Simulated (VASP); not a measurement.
CdF2:

```xyz
3
Lattice="0.0000 2.7407 2.7407 2.7407 0.0000 2.7407 2.7407 2.7407 0.0000" Properties=species:S:1:pos:R:3 pbc="T T T"
Cd    2.7407    2.7407    2.7407
F     1.3703    1.3703    1.3703
F     4.1110    4.1110    4.1110
```

Base run:

- Program: VASP 6.6.1
- Functional: PBE
- Potentials or basis: VASP PAW PBE potentials, release 64 (Cd, F)
- Cutoff: 520 eV
- k mesh: 8 × 8 × 8
- Occupations: gaussian, width 0.02 eV
- Spin: no spin polarisation

Its results: band gap on the k mesh 2.89 eV (least direct gap 3.44 eV); pressure 0.5 GPa.

Task: The run is repeated on the same cell with these changes: functional from PBE to r2SCAN. What comes out?

Result: Band gap on the k mesh 3.56 eV (least direct gap 4.13 eV); pressure -4.4 GPa.

Caveats: the cell stands under tension (at least some runs); the PAW data sets were made with another functional, which shifts forces and pressure a little (at least some runs).

A k mesh can miss the band edges.
